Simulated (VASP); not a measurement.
## RbCdCO3F: relaxation of cell and atoms with LDA

The system is RbCdCO3F.

```
Rb Cd C O F
1.0
     5.17545    0.00000    0.00000
    -2.58772    4.48207    0.00000
     0.00000    0.00000    4.62554
Rb Cd C O F
1 1 1 3 1
Direct
  0.00000 0.00000 0.00000
  0.66667 0.33333 0.50000
  0.33333 0.66667 0.50000
  0.18915 0.37830 0.50000
  0.18915 0.81085 0.50000
  0.62170 0.81085 0.50000
  0.66667 0.33333 0.00000
```

```yaml
Program: VASP 6.6.1
Task: relaxation of cell and atoms
Functional: LDA
Potentials_or_basis: VASP PAW LDA potentials, release 64 (Rb_sv, Cd, C, O, F)
Cutoff: 600 eV
k_mesh: 6 × 6 × 6
Occupations: gaussian, width 0.02 eV
Spin: no spin polarisation
Dipole_correction: no
Further_INCAR_settings: ALGO = Normal; EDIFF = 1e-07; IBRION = 2; EDIFFG = -0.005; NSW = 70; ISIF = 3
```

The relaxed volume is 13.80 Å³/atom and the relaxed cell is a = 4.995 Å, b = 4.995 Å, c = 4.470 Å, α = 90.00°, β = 90.00°, γ = 120.00°. The space group after relaxing (to 0.1 Å) is P-6m2 (No. 187), the energy gained by relaxing is 33.1 meV/atom and the ionic steps are 16. The pressure after relaxing is 0.0 GPa and the band gap on the k mesh is 1.80 eV.

Step by step:
| step | energy change (eV) | largest force (eV/Å) | pressure (GPa) | volume (Å³) |
| --- | --- | --- | --- | --- |
| 1 | 0.0000 | 0.2133 | -6.52 | 107.30 |
| 2 | -0.0301 | 3.3555 | 4.74 | 97.90 |
| 3 | -0.1148 | 1.5967 | -1.00 | 102.06 |
| 4 | -0.2251 | 0.4447 | 0.10 | 97.44 |
| 5 | -0.2297 | 0.1587 | 0.51 | 96.30 |
| 6 | -0.2297 | 0.1870 | 0.47 | 96.42 |
| 7 | -0.2301 | 0.0789 | -0.48 | 97.03 |
| 8 | -0.2305 | 0.0299 | -0.09 | 96.77 |
| 9 | -0.2308 | 0.0230 | -0.08 | 96.74 |
| 10 | -0.2313 | 0.0022 | -0.03 | 96.62 |
| 11 | -0.2314 | 0.0396 | 0.08 | 96.38 |
| 12 | -0.2316 | 0.0220 | 0.05 | 96.48 |
| 13 | -0.2316 | 0.0496 | 0.14 | 96.52 |
| 14 | -0.2316 | 0.0101 | 0.09 | 96.50 |
| 15 | -0.2316 | 0.0050 | -0.03 | 96.61 |
| 16 | -0.2316 | 0.0019 | 0.00 | 96.59 |

Final structure:
```yaml
crystal:
  lattice:
    - [4.99491, 0.00000, 0.00000]
    - [-2.49746, 4.32572, 0.00000]
    - [0.00000, 0.00000, 4.47019]
  atoms:
    - { symbol: Rb, position: [0.00000, 0.00000, 0.00000] }
    - { symbol: Cd, position: [0.66667, 0.33333, 0.50000] }
    - { symbol: C, position: [0.33333, 0.66667, 0.50000] }
    - { symbol: O, position: [0.18513, 0.37026, 0.50000] }
    - { symbol: O, position: [0.18513, 0.81487, 0.50000] }
    - { symbol: O, position: [0.62974, 0.81487, 0.50000] }
    - { symbol: F, position: [0.66667, 0.33333, 0.00000] }
```

Levels at points of the mesh, in eV from the valence-band top:
```tsv
k point	band 21	band 22	band 23	band 24	band 25	band 26	band 27	band 28	band 29	band 30
(0.00, 0.00, 0.00)	-1.77	-1.77	-1.60	-1.60	0.00	1.80	6.04	6.10	8.91	8.91
(0.50, 0.00, 0.00)	-2.94	-2.05	-1.57	-1.19	-0.09	4.26	5.84	5.96	8.76	9.30
(0.00, 0.00, 0.50)	-1.97	-1.97	-1.26	-1.26	0.00	4.08	5.19	6.08	9.24	9.24
(0.50, 0.00, 0.50)	-2.39	-1.73	-1.28	-1.27	-0.08	5.61	5.98	6.87	7.86	8.33
```

Wall time 11 min on 1 thread of Intel(R) Xeon(R) 6975P-C (Granite Rapids), on a shared host, peak memory 0.31 GiB.

A k mesh can miss the band edges.
